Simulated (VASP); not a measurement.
Set up this calculation in VASP 6.6.1, as the native input.

| Quantity | Value |
| --- | --- |
| Task | single point |
| Functional | PBE |
| Potentials or basis | VASP PAW PBE potentials, release 64 (Tc_pv, Sn_d) |
| Cutoff | 500 eV |
| k mesh | 11 × 11 × 4 |
| Occupations | fermi-dirac, width 0.05 eV |
| Spin | no spin polarisation |
| Dipole correction | no |
| Further INCAR settings | ALGO = Normal; EDIFF = 1e-06; NBANDS = 34 |

The structure of Tc3Sn lies in POSCAR:

```
Tc3Sn
1.0
    2.9415870000      0.0000000000      0.0000000000
   -1.4707935000      2.5474890694      0.0000000000
    0.0000000000      0.0000000000      8.6334470000
Tc Sn
3 1
Direct
    0.0000000000      0.0000000000      0.5000000000
    0.3333333333      0.6666666667      0.2617820000
    0.3333333333      0.6666666667      0.7382180000
    0.0000000000      0.0000000000      0.0000000000
```

One way to write it, as run:

INCAR

```
PREC = Accurate
ENCUT = 500
EDIFF = 1E-6
ISMEAR = -1
SIGMA = 0.05
LREAL = F
LASPH = T
NELM = 120
ALGO = Normal
ISIF = 2
LWAVE = F
LCHARG = F
GGA = PE
NBANDS = 34
GGA_COMPAT = F
```

KPOINTS

```
regular mesh
0
Gamma
  11 11 4
```

Potentials or basis: VASP PAW PBE potentials, release 64 (Tc_pv, Sn_d).

The run is started by

```console
$ cat potpaw_PBE.64/Tc_pv/POTCAR potpaw_PBE.64/Sn_d/POTCAR > POTCAR
$ mpirun -np 1 vasp_std > vasp.out
```

It gave:

```yaml
Pressure: -2.2 GPa
Largest_force: 0.069 eV/Å
Band_gap_on_the_k_mesh: zero (an odd number of electrons rules out a gap without spin polarisation)
```

Caveat: spin-orbit coupling is left out, which moves the levels of the heavy elements.

Wall time 47 s on 1 thread of Intel(R) Xeon(R) 6975P-C (Granite Rapids), on a shared host, peak memory 0.23 GiB.
